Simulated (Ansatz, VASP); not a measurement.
Pt: VASP beside Ansatz

```xyz
1
Lattice="0.0000 1.9716 1.9716 1.9716 0.0000 1.9716 1.9716 1.9716 0.0000" Properties=species:S:1:pos:R:3 pbc="T T T"
Pt    0.0000    0.0000    0.0000
```

Alike in both runs: task single point; functional LDA; k mesh 16 × 16 × 16; occupations fermi-dirac, width 0.05 eV; non-collinear spin, spin-orbit coupling.

|  | VASP | Ansatz |
| --- | --- | --- |
| version | VASP 6.6.1 | Ansatz 0.2.0 |
| potentials or method | VASP PAW LDA potentials, release 64 (Pt), cutoff 520 eV | all-electron LAPW |

Ansatz gave:

| Quantity | Value |
| --- | --- |
| pressure (GPa) | -9.8 |

Q: What did VASP give for the same quantities?

A: Pressure (GPa): -8.9.

LDA's correlation is that of Perdew and Zunger in VASP and of Perdew and Wang (1992) in Ansatz. Ansatz ran all-electron here, and VASP with PAW potentials.
